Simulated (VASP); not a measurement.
Wanted: the native input for a VASP 6.6.1 run.

```
Task                   : single point
Functional             : r2SCAN
Potentials or basis    : VASP PAW PBE potentials, release 64 (In_d)
Cutoff                 : 520 eV
k mesh                 : 12 × 12 × 4
Occupations            : fermi-dirac, width 0.1 eV
Spin                   : no spin polarisation
Dipole correction      : no
Further INCAR settings : ALGO = Normal; EDIFF = 1e-06; NBANDS = 34
```

The system is In.

```xyz
4
Lattice="3.3467 0.0000 0.0000 -1.6734 2.8983 0.0000 0.0000 0.0000 10.8414" Properties=species:S:1:pos:R:3 pbc="T T T"
In    3.3467    0.0000   10.8414
In    3.3467    0.0000    5.4207
In    0.0000    1.9322    2.7104
In    1.6734    0.9661    8.1311
```

This isn't the form of In at room conditions, which is tetragonal.

The input as run:

POSCAR

```
In
1.0
    3.3467064030      0.0000000000      0.0000000000
   -1.6733532015      2.8983327640      0.0000000000
    0.0000000000      0.0000000000     10.8414386528
In
4
Direct
    1.0000000000      0.0000000000      1.0000000000
    1.0000000000      0.0000000000      0.5000000000
    0.3333333333      0.6666666667      0.2500000000
    0.6666666667      0.3333333333      0.7500000000
```

INCAR.step1

```
SYSTEM = In
  ALGO = Normal
  EDIFF = 1E-4
  ENCUT = 520
  GGA = PE
  ISMEAR = -1
  LASPH = .TRUE.
  LCHARG = .FALSE.
  LREAL = .FALSE.
  LWAVE = .TRUE.
  NBANDS = 34
  NELM = 80
  PREC = Accurate
  SIGMA = 0.1
```

INCAR.step2

```
SYSTEM = In
  ALGO = Normal
  EDIFF = 1E-6
  ENCUT = 520
  ISIF = 2
  ISMEAR = -1
  ISTART = 1
  LASPH = .TRUE.
  LCHARG = .TRUE.
  LELF = .TRUE.
  LMIXTAU = .TRUE.
  LREAL = .FALSE.
  LVHAR = .TRUE.
  LWAVE = .FALSE.
  METAGGA = R2SCAN
  NBANDS = 34
  NELM = 80
  PREC = Accurate
  SIGMA = 0.1
```

KPOINTS

```
k-points
0
G
  12 12 4
  0 0 0
```

Potentials or basis: VASP PAW PBE potentials, release 64 (In_d).

Run with:

```bash
$ cat potpaw_PBE.64/In_d/POTCAR > POTCAR
$ cp INCAR.step1 INCAR
$ mpirun -np 1 vasp_std > vasp.out
$ cp INCAR.step2 INCAR
$ mpirun -np 1 vasp_std > vasp.out
```

It gave:

```
Pressure               : -0.2 GPa
Band gap on the k mesh : zero (bands 26 and 27 overlap by 5.06 eV)
```

Caveat: the PAW data sets were made with another functional, which shifts forces and pressure a little; spin-orbit coupling is left out, which moves the levels of the heavy elements.

Run time: 19 min on 1 thread of Oxide Virtual Turin-like Processor (shared host), peak memory 0.32 GiB.
